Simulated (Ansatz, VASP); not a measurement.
Cd: VASP beside Ansatz

```
Cd
1.0
     3.03730    0.00000    0.00000
    -1.51865    2.63038    0.00000
     0.00000    0.00000    5.72783
Cd
2
Cartesian
  0.0000 1.7536 1.4320
  1.5186 0.8768 4.2959
```

Alike in both runs: task single point; functional BLYP; k mesh 6 × 6 × 4; occupations gaussian, width 0.1 eV; no spin polarisation.

```csv
,VASP,Ansatz
version,VASP 6.6.1,Ansatz 0.2.0
potentials or method,"VASP PAW PBE potentials, release 64 (Cd), cutoff 500 eV","scalar-relativistic, plane waves, PAW"
valence electrons in the cell,24,40
```

```csv
,VASP,Ansatz,Ansatz less VASP
gap on the k mesh at the Fermi level (eV),none,none,-
pressure (GPa),5.4,5.1,-0.38
"traceless stress, the component that is largest in VASP (GPa)",0.45,0.56,+0.103
```

VASP's potentials were made for PBE, not for BLYP. A gap of «none» marks a metal or a gap that the smearing closes. VASP's potentials hold 24 valence electrons a cell and Ansatz's 40, so a difference there can come from the potentials and not from the codes.

The k mesh is coarse, so the values compare programs but aren't converged.
